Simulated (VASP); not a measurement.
# HgTe (F-43m) in VASP: a series of runs

HgTe is run at these levels: PBEsol; tasks: single point.

Everything below comes from runs of VASP 6.6.1. Logs are shortened: lines on timing, memory, paths and dates and some standing lists are left out, and cuts for length are marked.

### 1 The cell of the first run

The structure is cubic, space group F-43m (No. 216). The conventional cell has a = 6.512 Å, b = 6.512 Å, c = 6.512 Å, α = 90.00°, β = 90.00°, γ = 90.00°. Hg (site symmetry -43m) has 4 Te at 2.82 Å within 3.7 Å. Within 3.7 Å of Te (site symmetry -43m) lie 4 Hg at 2.82 Å.

### 2 Single point, PBEsol

INCAR

```
  PREC = Accurate
  ENCUT = 520
  EDIFF = 1E-7
  ISMEAR = 0
  SIGMA = 0.1
  LREAL = F
  LASPH = T
  NELM = 60
  ALGO = Normal
  ISIF = 2
  LWAVE = F
  LCHARG = T
  GGA = PS
  LELF = T
  LVHAR = T
  NBANDS = 16
```

KPOINTS

```
regular mesh
0
Gamma
  12 12 12
```

POSCAR

```
HgTe
1.0
    0.0000000000      3.2558862266      3.2558862266
    3.2558862266      0.0000000000      3.2558862266
    3.2558862266      3.2558862266      0.0000000000
Hg Te
1 1
Direct
    0.0000000000      0.0000000000      0.0000000000
    0.7500000000      0.7500000000      0.7500000000
```

Potentials or basis: VASP PAW PBE potentials, release 64 (Hg, Te).

Started as:

```sh
$ cat potpaw_PBE.64/Hg/POTCAR potpaw_PBE.64/Te/POTCAR > POTCAR
$ mpirun -np 1 vasp_std > vasp.out
```

OUTCAR:

```text
PREC = Accurate
   ENCUT = 520
   EDIFF = 1E-7
   ISMEAR = 0
   LREAL = F
   LASPH = T
   NELM = 60
   ISIF = 2
   GGA = PS

 ion  position               nearest neighbor table
   1  0.000  0.000  0.000-   2 2.82   2 2.82   2 2.82   2 2.82
   2  0.750  0.750  0.750-   1 2.82   1 2.82   1 2.82   1 2.82

  LATTYP: Found a face centered cubic cell.
 ALAT       =     6.5117724532

  Lattice vectors:

 A1 = (   0.0000000000,   3.2558862266,   3.2558862266)
 A2 = (   3.2558862266,   0.0000000000,   3.2558862266)
 A3 = (   3.2558862266,   3.2558862266,   0.0000000000)

Analysis of symmetry for initial positions (statically):
=====================================================================
 Subroutine PRICEL returns:
 Original cell was already a primitive cell.

 Routine SETGRP: Setting up the symmetry group for a
 face centered cubic supercell.

 Subroutine GETGRP returns: Found 24 space group operations
 (whereof 24 operations were pure point group operations)
 out of a pool of 48 trial point group operations.

The static configuration has the point symmetry T_d .

Analysis of symmetry for dynamics (positions and initial velocities):
=====================================================================
 Subroutine PRICEL returns:
 Original cell was already a primitive cell.

 Routine SETGRP: Setting up the symmetry group for a
 face centered cubic supercell.

 Subroutine GETGRP returns: Found 24 space group operations
 (whereof 24 operations were pure point group operations)
 out of a pool of 48 trial point group operations.

The dynamic configuration has the point symmetry T_d .

 Subroutine INISYM returns: Found 24 space group operations
 (whereof 24 operations are pure point group operations),
 and found     1 'primitive' translations

----------------------------------------------------------------------------------------

                                     Primitive cell

  volume of cell :      69.0300

  direct lattice vectors                    reciprocal lattice vectors
     0.000000000  3.255886227  3.255886227    -0.153568020  0.153568020  0.153568020
     3.255886227  0.000000000  3.255886227     0.153568020 -0.153568020  0.153568020
     3.255886227  3.255886227  0.000000000     0.153568020  0.153568020 -0.153568020

[... 74 lines left out ...]
   PREC   = accura    normal or accurate (medium, high low for compatibility)
   ISTART =      0    job   : 0-new  1-cont  2-samecut
   ICHARG =      2    charge: 1-file 2-atom 10-const
   ISPIN  =      1    spin polarized calculation?
   LNONCOLLINEAR =      F non collinear calculations
   LSORBIT =      F    spin-orbit coupling
   LASPH  =      T    aspherical Exc in radial PAW
   ENCUT  =  520.0 eV  38.22 Ry    6.18 a.u.   8.56  8.56  8.56*2*pi/ulx,y,z
   NELM   =     60;   NELMIN=  2; NELMDL= -5     # of ELM steps
   EDIFF  = 0.1E-06   stopping-criterion for ELM
   LREAL  =      F    real-space projection
   EDIFFG = 0.1E-05   stopping-criterion for IOM
   NSW    =      0    number of steps for IOM
   IBRION =     -1    ionic relax: 0-MD 1-quasi-New 2-CG
   NFREE  =      0    steps in history (QN), initial steepest desc. (CG)
   ISIF   =      2    stress and relaxation
   ISYM   =      2    0-nonsym 1-usesym 2-fastsym
   POTIM  = 0.5000    time-step for ionic-motion
   TEBEG  =    0.0;   TEEND  =   0.0 temperature during run
   PSTRESS=    0.0 pullay stress
   NELECT =      18.0000    total number of electrons
   NUPDOWN=      -1.0000    fix difference up-down
   EMIN   =  10.00;   EMAX   =-10.00  energy-range for DOS
   EFERMI =   0.00;   METHOD = LEGACY
   ISMEAR =     0;   SIGMA  =   0.10  broadening in eV -4-tet -1-fermi 0-gaus
   EFERMI_NEDOS =   21; number of points for ismear=-14 and -15
   IALGO  =     38    algorithm
   IMIX   =      4    mixing-type and parameters
     AMIX     =   0.40;   BMIX     =  1.00
     AMIX_MAG =   1.60;   BMIX_MAG =  1.00
  volume/ion in A,a.u.               =      34.51       232.92
  Fermi-wavevector in a.u.,A,eV,Ry     =   1.045891  1.976447 14.883251  1.093888
  Thomas-Fermi vector in A             =   2.180706
   LORBIT       =      0    0 simple, 1 ext, 2 COOP (PROOUT), +10 PAW based schemes
   GGA     = PS    functional components
   LHFCALC =     F    Hartree Fock is set to
   AEXX    =    0.0000 exact exchange contribution
   IVDW    =     0    specifies the selected vdW correction
   LEPSILON=     F    determine dielectric tensor
   LRPA    =     F    only Hartree local field effects (RPA)
 non-spin polarized calculation
 Gauss-broadening in eV      SIGMA  =   0.10
  energy-cutoff  :      520.00
  volume of cell :       69.03
 maximum number of plane-waves:      1880
 NGX is ok and might be reduce to    36
   NGX = 17   NGY = 17   NGZ = 17

 number of electron      18.0000002 magnetization

 Free energy of the ion-electron system (eV)
  ---------------------------------------------------
  ext. energy  EPLUGINS =         0.00000000
  ---------------------------------------------------
  free energy    TOTEN  =        -4.37737509 eV

  energy without entropy =       -4.37721871  energy(sigma->0) =       -4.37729690

 E-fermi :   2.7846     XC(G=0):  -8.8369

 val. band max:        2.7206398355   @ k =   0.0000   0.0000   0.0000
 cond. band min:       3.1095710918   @ k =   0.0833   0.0000   0.0000
 fundamental gap:      0.3889312563
 Fermi energy:         2.7846487081

 k-point     1 :       0.0000    0.0000    0.0000
  band No.  band energies     occupation
      1      -9.1461      2.00000
      2      -4.4967      2.00000
      3      -4.4967      2.00000
      4      -4.4967      2.00000
      5      -3.9873      2.00000
      6      -3.9873      2.00000
[... 433 lines left out ...]
      3      -4.3338      2.00000
      4      -4.0038      2.00000
      5      -3.9770      2.00000
      6      -3.6823      2.00000
[... 8 lines left out ...]
     15      11.9912      0.00000
     16      12.1757      0.00000

 [... further k-points ...]
[... 5 lines left out ...]
  --------------------------------------------------------------------------------------
  -------------------------------------------------------------------------------------
  Total        0.0244724      0.0244724      0.0244724      0.0000000     -0.0000000      0.0000000
  in kB        0.5680004      0.5680004      0.5680004      0.0000000     -0.0000000      0.0000000
  external PRESSURE =       0.5680004 kB  Pullay stress =       0.0000000 kB

 VOLUME and BASIS-vectors are now :
 -----------------------------------------------------------------------------
  energy-cutoff  :      520.00
  volume of cell :       69.03
      direct lattice vectors                 reciprocal lattice vectors
     0.000000000  3.255886227  3.255886227    -0.153568020  0.153568020  0.153568020
     3.255886227  0.000000000  3.255886227     0.153568020 -0.153568020  0.153568020
     3.255886227  3.255886227  0.000000000     0.153568020  0.153568020 -0.153568020

 POSITION                                       TOTAL-FORCE (eV/Angst)
 -----------------------------------------------------------------------------------
      0.00000      0.00000      0.00000         0.000000      0.000000      0.000000
      4.88383      4.88383      4.88383        -0.000000     -0.000000     -0.000000
 -----------------------------------------------------------------------------------
    total drift:                                0.000000      0.000000      0.000000

  FREE ENERGIE OF THE ION-ELECTRON SYSTEM (eV)
  ---------------------------------------------------
  free  energy   TOTEN  =        -4.3773750858 eV

  energy  without entropy=       -4.3772187056  energy(sigma->0) =       -4.37729690
```

Run time: 44 s. Hardware: 1 thread of AMD EPYC 9R45 (Zen 5), shared host; peak memory 0.22 GiB.

What came out:

```yaml
Free_energy: -4.3774 eV
Pressure: 0.1 GPa
Band_gap_on_the_k_mesh: zero (filled and empty bands touch)
```

Levels at points of the mesh, in eV from the Fermi level:
```tsv
k point	band 6	band 7	band 8	band 9	band 10	band 11	band 12	band 13
(0.00, 0.00, 0.00)	-6.77	-0.92	-0.06	-0.06	-0.06	4.16	4.16	4.16
(0.50, 0.00, 0.00)	-6.49	-5.46	-1.02	-1.02	0.57	4.94	4.94	6.67
(0.50, 0.50, 0.00)	-6.35	-5.41	-2.26	-2.26	1.79	2.37	7.96	8.66
```

Caveat: the PAW data sets were made with another functional, which shifts forces and pressure a little; spin-orbit coupling is left out, which moves the levels of the heavy elements.

### 3 Single point, PBEsol

INCAR

```
SYSTEM = HgTe
ALGO = Normal
EDIFF = 1E-7
ENCUT = 520
GGA = PS
ISIF = 2
ISMEAR = -1
LASPH = .TRUE.
LCHARG = .FALSE.
LREAL = .FALSE.
LWAVE = .FALSE.
NBANDS = 16
NELM = 80
PREC = Accurate
SIGMA = 0.15
```

KPOINTS

```
k-points
0
G
  12 12 12
  0 0 0
```

POSCAR

```
HgTe
1.0
    0.0000000000      3.2552270052      3.2552270052
    3.2552270052      0.0000000000      3.2552270052
    3.2552270052      3.2552270052      0.0000000000
Hg Te
1 1
Direct
    0.0000000000      0.0000000000      0.0000000000
    0.7500000000      0.7500000000      0.7500000000
```

Potentials or basis: VASP PAW PBE potentials, release 64 (Hg, Te).

Started as:

```sh
$ cat potpaw_PBE.64/Hg/POTCAR potpaw_PBE.64/Te/POTCAR > POTCAR
$ mpirun -np 1 vasp_std > vasp.out
```

Run time: 46 s. Hardware: 1 thread of AMD EPYC 9R45 (Zen 5), shared host; peak memory 0.22 GiB.

Results (log left out):

```yaml
Free_energy: -4.3797 eV
Pressure: 0.1 GPa
Band_gap_on_the_k_mesh: zero (filled and empty bands touch)
```

Levels at points of the mesh, in eV from the Fermi level:
| k point | band 7 | band 8 | band 9 | band 10 | band 11 | band 12 |
| --- | --- | --- | --- | --- | --- | --- |
| (0.00, 0.00, 0.00) | -1.11 | -0.25 | -0.25 | -0.25 | 3.97 | 3.97 |
| (0.50, 0.00, 0.00) | -5.65 | -1.21 | -1.21 | 0.39 | 4.75 | 4.75 |
| (0.50, 0.50, 0.00) | -5.60 | -2.46 | -2.46 | 1.60 | 2.19 | 7.77 |

Caveat: the PAW data sets were made with another functional, which shifts forces and pressure a little; spin-orbit coupling is left out, which moves the levels of the heavy elements.

### 4 Single point, PBEsol

INCAR

```
PREC = Accurate ; ENCUT = 520
EDIFF = 1E-7 ; ISMEAR = 0
SIGMA = 0.15 ; LREAL = False
LASPH = True ; NELM = 60
ALGO = Normal ; ISIF = 2
LWAVE = False ; LCHARG = False
GGA = PS ; NBANDS = 16
```

KPOINTS

```
Automatic mesh
0
Gamma
  16 16 16
```

POSCAR

```
HgTe
1.0
    0.0000000000      3.2558862270      3.2558862270
    3.2558862270      0.0000000000      3.2558862270
    3.2558862270      3.2558862270      0.0000000000
Hg Te
1 1
Direct
    0.0000000000      0.0000000000      0.0000000000
    0.7500000000      0.7500000000      0.7500000000
```

Started as:

```sh
$ cat potpaw_PBE.64/Hg/POTCAR potpaw_PBE.64/Te/POTCAR > POTCAR
$ mpirun -np 1 vasp_std > vasp.out
```

Run time: 4.6 min. Hardware: 1 thread of AMD EPYC 7R13, shared host; peak memory 0.29 GiB.

It converged, with:

```yaml
Free_energy: -4.3776 eV
Pressure: 0.1 GPa
Band_gap_on_the_k_mesh: zero (filled and empty bands touch)
```

Levels at points of the mesh, in eV from the Fermi level:
| k point | band 5 | band 6 | band 7 | band 8 | band 9 | band 10 | band 11 | band 12 | band 13 | band 14 |
| --- | --- | --- | --- | --- | --- | --- | --- | --- | --- | --- |
| (0.00, 0.00, 0.00) | -6.84 | -6.84 | -0.99 | -0.13 | -0.13 | -0.13 | 4.09 | 4.09 | 4.09 | 6.19 |
| (0.50, 0.00, 0.00) | -6.82 | -6.55 | -5.52 | -1.08 | -1.08 | 0.51 | 4.87 | 4.87 | 6.60 | 7.59 |
| (0.50, 0.50, 0.00) | -6.78 | -6.41 | -5.48 | -2.33 | -2.33 | 1.72 | 2.31 | 7.89 | 8.60 | 8.60 |

Caveat: the PAW data sets were made with another functional, which shifts forces and pressure a little; spin-orbit coupling is left out, which moves the levels of the heavy elements.

### 5 Single point, PBEsol

INCAR

```
SYSTEM = HgTe
PREC     = Accurate       ! precision mode
ENCUT    = 520            ! plane-wave cutoff, eV
EDIFF    = 1E-6           ! SCF threshold, eV
ISMEAR   = 0              ! smearing method
SIGMA    = 0.1            ! smearing width, eV
LREAL    = .False.        ! projectors in reciprocal space
LASPH    = .True.         ! aspherical terms in the spheres
NELM     = 80             ! most SCF steps
ALGO     = Normal         ! electronic algorithm
ISIF     = 2              ! what is computed and relaxed
LWAVE    = .False.        ! write WAVECAR
LCHARG   = .False.        ! write CHGCAR
GGA      = PS             ! functional
NBANDS   = 16             ! bands
```

KPOINTS

```
Automatic mesh
0
Gamma
  9 9 9
  0 0 0
```

POSCAR

```
HgTe
1.0
    4.6045184592      0.0000000000      0.0000000000
   -2.3022592296      3.9876299579      0.0000000000
    2.3022592296     -1.3292099860      3.7595735788
Hg Te
1 1
Direct
    0.0000000000      0.0000000000      0.0000000000
    0.7500000000      0.2500000000      0.7500000000
```

Started as:

```sh
$ cat potpaw_PBE.64/Hg/POTCAR potpaw_PBE.64/Te/POTCAR > POTCAR
$ mpirun -np 1 vasp_std > vasp.out
```

Run time: 29 s. Hardware: 1 thread of Intel Xeon 6975P-C, shared host; peak memory 0.22 GiB.

It converged, with:

```
Free energy            : -4.3763 eV
Pressure               : 0.1 GPa
Band gap on the k mesh : zero (filled and empty bands touch)
```

Levels at points of the mesh, in eV from the Fermi level:
```tsv
k point	band 6	band 7	band 8	band 9	band 10	band 11	band 12	band 13
(0.00, 0.00, 0.00)	-6.75	-0.90	-0.04	-0.04	-0.04	4.18	4.18	4.18
```

Caveat: the PAW data sets were made with another functional, which shifts forces and pressure a little; spin-orbit coupling is left out, which moves the levels of the heavy elements.

(Part 1 of 2 ends here.)
